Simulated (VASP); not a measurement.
# MgO (I4mm) in VASP: notebook, part 2 of 2

VASP 6.6.1.

### 4 Single point, PBE (atoms displaced along a vibrational mode, the cell strained)

Input file INCAR:

```
SYSTEM = MgO
  PREC = Accurate
  ENCUT = 600
  EDIFF = 1E-6
  ISMEAR = 0
  SIGMA = 0.05
  LREAL = .False.
  LASPH = .True.
  NELM = 120
  ALGO = Normal
  ISIF = 2
  LWAVE = .False.
  LCHARG = .True.
  GGA = PE
  LELF = .True.
  LVHAR = .True.
  NBANDS = 11
  GGA_COMPAT = .False.
```

Input file KPOINTS:

```
Automatic mesh
0
Gamma
  10 10 10
  0 0 0
```

Input file POSCAR:

```
MgO
1.0
    0.0000000000      2.0740382102      2.0740382102
    2.0740382102      0.0000000000      2.0740382102
    2.0740382102      2.0740382102      0.0000000000
Mg O
1 1
Direct
    0.0133061842      0.0133061842     -0.0133061842
    0.4797858112      0.4797858112      0.5202141888
```

Potentials or basis: VASP PAW PBE potentials, release 64 (Mg, O).

Command:

```sh
$ cat potpaw_PBE.64/Mg/POTCAR potpaw_PBE.64/O/POTCAR > POTCAR
$ mpirun -np 1 vasp_std > vasp.out
```

OUTCAR:

```text
SYSTEM = MgO
   PREC = Accurate
   ENCUT = 600
   EDIFF = 1E-6
   ISMEAR = 0
   LREAL = .False.
   LASPH = .True.
   NELM = 120
   ISIF = 2
   GGA = PE

 ion  position               nearest neighbor table
   1  0.013  0.013  0.987-   2 1.93   2 2.08   2 2.08   2 2.08   2 2.08   2 2.21
   2  0.480  0.480  0.520-   1 1.93   1 2.08   1 2.08   1 2.08   1 2.08   1 2.21

  LATTYP: Found a face centered cubic cell.
 ALAT       =     4.1480764204

  Lattice vectors:

 A1 = (   0.0000000000,   2.0740382102,   2.0740382102)
 A2 = (   2.0740382102,   0.0000000000,   2.0740382102)
 A3 = (   2.0740382102,   2.0740382102,   0.0000000000)

Analysis of symmetry for initial positions (statically):
=====================================================================
 Subroutine PRICEL returns:
 Original cell was already a primitive cell.

 Routine SETGRP: Setting up the symmetry group for a
 face centered cubic supercell.

 Subroutine GETGRP returns: Found  8 space group operations
 (whereof  8 operations were pure point group operations)
 out of a pool of 48 trial point group operations.

The static configuration has the point symmetry C_4v.

Analysis of symmetry for dynamics (positions and initial velocities):
[... 173 lines left out ...]
      6      19.6364      0.00000
      7      19.6844      0.00000
      8      19.6844      0.00000
      9      23.5901      0.00000
     10      25.4821      0.00000
     11      25.5463      0.00000
[... 309 lines left out ...]
 k-point    24 :       0.0000   -0.1000    0.1000
  band No.  band energies     occupation
      1     -13.6810      2.00000
      2       2.1151      2.00000
      3       3.1676      2.00000
      4       3.3865      2.00000
      5      10.1127      0.00000
      6      17.2614      0.00000
      7      20.1020      0.00000
      8      20.3611      0.00000
      9      23.6339      0.00000
     10      24.9588      0.00000
     11      26.9808      0.00000

 [... further k-points ...]

------------------------ aborting loop because EDIFF is reached ----------------------------------------

  FORCE on cell =-STRESS in cart. coord.  units (eV):
  Direction    XX          YY          ZZ          XY          YZ          ZX
  --------------------------------------------------------------------------------------
  -------------------------------------------------------------------------------------
  Total        1.2823123      1.2823123      2.2535902      0.0000000     -0.0000000      0.0000000
  in kB      115.1394470    115.1394470    202.3509615      0.0000000     -0.0000000      0.0000000
  external PRESSURE =     144.2099519 kB  Pullay stress =       0.0000000 kB

 VOLUME and BASIS-vectors are now :
 -----------------------------------------------------------------------------
  energy-cutoff  :      600.00
  volume of cell :       17.84
      direct lattice vectors                 reciprocal lattice vectors
     0.000000000  2.074038210  2.074038210    -0.241075597  0.241075597  0.241075597
     2.074038210  0.000000000  2.074038210     0.241075597 -0.241075597  0.241075597
     2.074038210  2.074038210  0.000000000     0.241075597  0.241075597 -0.241075597

 POSITION                                       TOTAL-FORCE (eV/Angst)
 -----------------------------------------------------------------------------------
      2.07404      2.07404      0.05520         0.000000      0.000000     -1.074513
      2.07404      2.07404      1.99019         0.000000      0.000000      1.074513
 -----------------------------------------------------------------------------------
    total drift:                                0.000000      0.000000      0.000682

  FREE ENERGIE OF THE ION-ELECTRON SYSTEM (eV)
  ---------------------------------------------------
  free  energy   TOTEN  =       -11.7957259342 eV

  energy  without entropy=      -11.7957259342  energy(sigma->0) =      -11.79572593
```

It took 31 s on 1 thread of Intel Xeon Platinum 8259CL at 2.50GHz (Skylake/Cascade Lake), shared host; peak memory 0.15 GiB.

Results:

```
Free energy            : -11.7957 eV
Pressure               : 14.4 GPa
Largest force          : 1.075 eV/Å
Band gap on the k mesh : 5.18 eV
```

Forces in eV/Å, atoms in the order of the input:
```
Mg   0.000  0.000 -1.075
O    0.000  0.000  1.075
```

Caveat: the cell differs from its parent crystal (atoms displaced along a vibrational mode, the cell strained); the cell stands under pressure; forces of over 1 eV/Å act on the atoms, so gaps and moduli don't describe the material at rest.

### 5 Single point, PBE

Input file INCAR:

```
SYSTEM = MgO
PREC = Accurate
ENCUT = 600
EDIFF = 1E-6
ISMEAR = -4
SIGMA = 0.05
LREAL = .False.
LASPH = .True.
NELM = 120
ALGO = Normal
ISIF = 2
LWAVE = .False.
LCHARG = .True.
GGA = PE
LELF = .True.
LVHAR = .True.
NBANDS = 11
GGA_COMPAT = .False.
```

KPOINTS is that of step 4.

POSCAR is that of step 4.

Potentials or basis: VASP PAW PBE potentials, release 64 (Mg, O).

Command:

```sh
$ cat potpaw_PBE.64/Mg/POTCAR potpaw_PBE.64/O/POTCAR > POTCAR
$ mpirun -np 1 vasp_std > vasp.out
```

OUTCAR:

```text
SYSTEM = MgO
   PREC = Accurate
   ENCUT = 600
   EDIFF = 1E-6
   ISMEAR = -4
   LREAL = .False.
   LASPH = .True.
   NELM = 120
   ISIF = 2
   GGA = PE

 ion  position               nearest neighbor table
   1  0.013  0.013  0.987-   2 1.93   2 2.08   2 2.08   2 2.08   2 2.08   2 2.21
   2  0.480  0.480  0.520-   1 1.93   1 2.08   1 2.08   1 2.08   1 2.08   1 2.21

  LATTYP: Found a face centered cubic cell.
 ALAT       =     4.1480764204

  Lattice vectors:

[... 523 lines left out ...]
 [... further k-points ...]

------------------------ aborting loop because EDIFF is reached ----------------------------------------

  FORCE on cell =-STRESS in cart. coord.  units (eV):
  Direction    XX          YY          ZZ          XY          YZ          ZX
  --------------------------------------------------------------------------------------
  -------------------------------------------------------------------------------------
  Total        1.2823123      1.2823123      2.2535902      0.0000000     -0.0000000      0.0000000
  in kB      115.1394470    115.1394470    202.3509618      0.0000000     -0.0000000      0.0000000
  external PRESSURE =     144.2099520 kB  Pullay stress =       0.0000000 kB

 VOLUME and BASIS-vectors are now :
 -----------------------------------------------------------------------------
  energy-cutoff  :      600.00
  volume of cell :       17.84
      direct lattice vectors                 reciprocal lattice vectors
     0.000000000  2.074038210  2.074038210    -0.241075597  0.241075597  0.241075597
     2.074038210  0.000000000  2.074038210     0.241075597 -0.241075597  0.241075597
     2.074038210  2.074038210  0.000000000     0.241075597  0.241075597 -0.241075597

 POSITION                                       TOTAL-FORCE (eV/Angst)
 -----------------------------------------------------------------------------------
      2.07404      2.07404      0.05520         0.000000      0.000000     -1.074513
      2.07404      2.07404      1.99019         0.000000      0.000000      1.074513
 -----------------------------------------------------------------------------------
    total drift:                                0.000000      0.000000      0.000682

  FREE ENERGIE OF THE ION-ELECTRON SYSTEM (eV)
  ---------------------------------------------------
  free  energy   TOTEN  =       -11.7957259341 eV

  energy  without entropy=      -11.7957259341  energy(sigma->0) =      -11.79572593
```

stdout:

```text
POSCAR found type information on POSCAR MgO
 POSCAR found :  2 types and       2 ions
 scaLAPACK will be used
 LDA part: xc-table for (Slater+PW92), standard interpolation
 POSCAR, INCAR and KPOINTS ok, starting setup
 FFT: planning ... GRIDC
 FFT: planning ... GRID_SOFT
 FFT: planning ... GRID
 WAVECAR not read
 entering main loop
```

Run time: 23 s. Hardware: 1 thread of Intel Xeon Platinum 8259CL at 2.50GHz (Skylake/Cascade Lake), shared host; peak memory 0.16 GiB.

What came out:

```yaml
Free_energy: -11.7957 eV
Pressure: 14.4 GPa
Largest_force: 1.075 eV/Å
Band_gap_on_the_k_mesh: 5.18 eV
```

Forces on the atoms (eV/Å):
```
Mg   0.000  0.000 -1.075
O    0.000  0.000  1.075
```

Stress tensor (GPa, compression positive):
```
11.51  0.00  0.00
 0.00 11.51  0.00
 0.00  0.00 20.24
```

Levels at points of the mesh, in eV from the valence-band top:
```csv
k point,band 2,band 3,band 4,band 5,band 6,band 7
"(0.00, 0.00, 0.00)",-0.02,0.00,0.00,5.18,16.12,16.17
"(0.50, 0.00, 0.00)",-4.80,-0.69,-0.69,8.21,13.05,16.78
"(0.50, 0.50, 0.00)",-4.23,-1.40,-1.40,9.20,10.34,13.64
"(0.00, 0.50, 0.50)",-4.26,-1.42,-1.40,9.26,10.37,13.62
```

Caveat: the cell stands under pressure; forces of over 1 eV/Å act on the atoms, so gaps and moduli don't describe the material at rest.

### 6 Single point, PBE (atoms displaced along a vibrational mode, the cell strained)

Input file INCAR:

```
ALGO     = Normal         # electronic algorithm
EDIFF    = 1E-6           # SCF threshold, eV
ENCUT    = 600            # plane-wave cutoff, eV
GGA      = PE             # functional
GGA_COMPAT= False        
ISIF     = 2              # what is computed and relaxed
ISMEAR   = 0              # smearing method
LASPH    = True           # aspherical terms in the spheres
LCHARG   = True           # write CHGCAR
LELF     = True           # ELF
LREAL    = False          # projectors in reciprocal space
LVHAR    = True         
LWAVE    = False          # write WAVECAR
NBANDS   = 11             # bands
NELM     = 120            # most SCF steps
PREC     = Accurate       # precision mode
SIGMA    = 0.05           # smearing width, eV
```

Input file KPOINTS:

```
k-points
0
Gamma
  10 10 10
```

Input file POSCAR:

```
MgO
1.0
    0.0000000000      2.0916941252      2.0916941252
    2.0916941252      0.0000000000      2.0916941252
    2.0916941252      2.0916941252      0.0000000000
Mg O
1 1
Direct
    0.0199592763      0.0199592763     -0.0199592763
    0.4696787168      0.4696787168      0.5303212832
```

Potentials or basis: VASP PAW PBE potentials, release 64 (Mg, O).

Command:

```sh
$ cat potpaw_PBE.64/Mg/POTCAR potpaw_PBE.64/O/POTCAR > POTCAR
$ mpirun -np 1 vasp_std > vasp.out
```

OUTCAR:

```text
EDIFF = 1E-6
   ENCUT = 600
   GGA = PE
   ISIF = 2
   ISMEAR = 0
   LASPH = True
   LREAL = False
   NELM = 120
   PREC = Accurate

 ion  position               nearest neighbor table
   1  0.020  0.020  0.980-   2 1.88   2 2.10   2 2.10   2 2.10   2 2.10   2 2.30
   2  0.470  0.470  0.530-   1 1.88   1 2.10   1 2.10   1 2.10   1 2.10   1 2.30

  LATTYP: Found a face centered cubic cell.
 ALAT       =     4.1833882504

  Lattice vectors:

 A1 = (   0.0000000000,   2.0916941252,   2.0916941252)
 A2 = (   2.0916941252,   0.0000000000,   2.0916941252)
 A3 = (   2.0916941252,   2.0916941252,   0.0000000000)

Analysis of symmetry for initial positions (statically):
=====================================================================
 Subroutine PRICEL returns:
 Original cell was already a primitive cell.

 Routine SETGRP: Setting up the symmetry group for a
 face centered cubic supercell.

 Subroutine GETGRP returns: Found  8 space group operations
 (whereof  8 operations were pure point group operations)
 out of a pool of 48 trial point group operations.

The static configuration has the point symmetry C_4v.

Analysis of symmetry for dynamics (positions and initial velocities):
[... 171 lines left out ...]
      4       3.2956      2.00000
      5       8.2104      0.00000
      6      19.3382      0.00000
      7      19.4404      0.00000
      8      19.4404      0.00000
      9      23.1225      0.00000
     10      25.0577      0.00000
     11      25.1850      0.00000
[... 309 lines left out ...]
 k-point    24 :       0.0000   -0.1000    0.1000
  band No.  band energies     occupation
      1     -13.7686      2.00000
      2       1.9064      2.00000
      3       2.9588      2.00000
      4       3.1705      2.00000
      5       9.6182      0.00000
      6      16.9626      0.00000
      7      19.7007      0.00000
      8      20.0906      0.00000
      9      23.2759      0.00000
     10      24.5239      0.00000
     11      26.3829      0.00000

 [... further k-points ...]

------------------------ aborting loop because EDIFF is reached ----------------------------------------

  FORCE on cell =-STRESS in cart. coord.  units (eV):
  Direction    XX          YY          ZZ          XY          YZ          ZX
  --------------------------------------------------------------------------------------
  -------------------------------------------------------------------------------------
  Total        0.6945582      0.6945582      2.8071761      0.0000000      0.0000000      0.0000000
  in kB       60.7987583     60.7987583    245.7286028      0.0000000      0.0000000      0.0000000
  external PRESSURE =     122.4420398 kB  Pullay stress =       0.0000000 kB

 VOLUME and BASIS-vectors are now :
 -----------------------------------------------------------------------------
  energy-cutoff  :      600.00
  volume of cell :       18.30
      direct lattice vectors                 reciprocal lattice vectors
     0.000000000  2.091694125  2.091694125    -0.239040687  0.239040687  0.239040687
     2.091694125  0.000000000  2.091694125     0.239040687 -0.239040687  0.239040687
     2.091694125  2.091694125  0.000000000     0.239040687  0.239040687 -0.239040687

 POSITION                                       TOTAL-FORCE (eV/Angst)
 -----------------------------------------------------------------------------------
      2.09169      2.09169      0.08350         0.000000      0.000000     -1.690885
      2.09169      2.09169      1.96485         0.000000      0.000000      1.690885
 -----------------------------------------------------------------------------------
    total drift:                               -0.000000     -0.000000      0.000032

  FREE ENERGIE OF THE ION-ELECTRON SYSTEM (eV)
  ---------------------------------------------------
  free  energy   TOTEN  =       -11.7390641631 eV

  energy  without entropy=      -11.7390641631  energy(sigma->0) =      -11.73906416
```

OSZICAR:

```text
N       E                     dE             d eps       ncg     rms          rms(c)
DAV:   1     0.192225361470E+02    0.19223E+02   -0.49846E+03  2452   0.734E+02
DAV:   2    -0.126268539973E+02   -0.31849E+02   -0.31117E+02  2625   0.148E+02
DAV:   3    -0.133809668221E+02   -0.75411E+00   -0.75350E+00  2679   0.203E+01
DAV:   4    -0.133828729633E+02   -0.19061E-02   -0.19061E-02  2517   0.117E+00
DAV:   5    -0.133828793246E+02   -0.63612E-05   -0.63612E-05  2628   0.655E-02    0.742E+00
DAV:   6    -0.117573941561E+02    0.16255E+01   -0.90126E+00  2379   0.167E+01    0.221E+00
DAV:   7    -0.117453356351E+02    0.12059E-01   -0.57934E-02  2511   0.215E+00    0.136E+00
DAV:   8    -0.117395035920E+02    0.58320E-02   -0.28706E-02  2373   0.192E+00    0.239E-01
DAV:   9    -0.117389974635E+02    0.50613E-03   -0.15601E-03  2616   0.286E-01    0.911E-02
DAV:  10    -0.117390602835E+02   -0.62820E-04   -0.22351E-04  2490   0.122E-01    0.112E-02
DAV:  11    -0.117390633040E+02   -0.30205E-05   -0.80402E-06  2655   0.255E-02    0.109E-02
DAV:  12    -0.117390641631E+02   -0.85907E-06   -0.50663E-06  2391   0.170E-02
   1 F= -.11739064E+02 E0= -.11739064E+02  d E =-.495839E-14
```

stdout:

```text
POSCAR found type information on POSCAR MgO
 POSCAR found :  2 types and       2 ions
 scaLAPACK will be used
 LDA part: xc-table for (Slater+PW92), standard interpolation
 POSCAR, INCAR and KPOINTS ok, starting setup
 FFT: planning ... GRIDC
 FFT: planning ... GRID_SOFT
 FFT: planning ... GRID
 WAVECAR not read
 entering main loop
```

It took 23 s on 1 thread of Intel Xeon Platinum 8259CL at 2.50GHz (Skylake/Cascade Lake), shared host; peak memory 0.15 GiB.

Results:

```yaml
Free_energy: -11.7391 eV
Pressure: 12.2 GPa
Largest_force: 1.691 eV/Å
Band_gap_on_the_k_mesh: 4.91 eV
```

Forces in eV/Å, atoms in the order of the input:
```
Mg   0.000  0.000 -1.691
O    0.000  0.000  1.691
```

Caveat: the cell differs from its parent crystal (atoms displaced along a vibrational mode, the cell strained); the cell stands under pressure; forces of over 1 eV/Å act on the atoms, so gaps and moduli don't describe the material at rest.

### 7 Summary

```csv
cell,smearing,gap on the mesh (eV),pressure (GPa),largest force (eV/Å)
"a = 2.933 Å, angles 60.0°, 2 atoms, atomic positions A",gaussian 0.05 eV,5.17,17.5,1.86
"a = 2.933 Å, angles 60.0°, 2 atoms, atomic positions B",gaussian 0.05 eV,5.14,28.9,4.54
"a = 2.933 Å, angles 60.0°, 2 atoms, atomic positions C",gaussian 0.05 eV,5.18,14.4,1.07
"a = 2.933 Å, angles 60.0°, 2 atoms, atomic positions C",tetrahedron,5.18,14.4,1.07
"a = 2.958 Å, angles 60.0°, 2 atoms, atomic positions A",gaussian 0.05 eV,4.91,12.2,1.69
```

Alike in all rows: task single point; level PBE; potentials or basis VASP PAW PBE potentials, release 64 (Mg, O); no spin polarisation; k mesh 10 × 10 × 10; cutoff (eV) 600.

Caveats: the cell stands under pressure; forces of over 1 eV/Å act on the atoms, so gaps and moduli don't describe the material at rest.

Total energies depend on the potentials used, so only differences within one code and one set of settings carry meaning.
